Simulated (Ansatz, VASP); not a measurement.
VN: VASP beside Ansatz

```
V N
1.0
     0.00000    1.75561    1.75561
     1.75561    0.00000    1.75561
     1.75561    1.75561    0.00000
V N
1 1
Cartesian
  0.0000 0.0000 0.0000
  1.7556 1.7556 1.7556
```

Change from the starting cell: volume scaled by 0.64, LAPW.

Alike in both runs: task single point; functional PBEsol; k mesh 17 × 17 × 17; occupations fermi-dirac, width 0.1 eV; no spin polarisation.

```csv
,VASP,Ansatz
version,VASP 6.6.1,Ansatz 0.2.0
potentials or method,"VASP PAW PBE potentials, release 64 (V_sv, N), cutoff 600 eV","all-electron LAPW, scalar-relativistic"
```

|  | VASP | Ansatz | Ansatz less VASP |
| --- | --- | --- | --- |
| pressure (GPa) | 395.7 | 391.0 | -4.74 |

VASP's potentials were made for PBE, not for PBEsol. Both programs put the cell under a high pressure, so it lies far from rest at this level. Ansatz ran all-electron here, and VASP with PAW potentials.

Noted on VASP's run: the cell as given lies far from equilibrium.
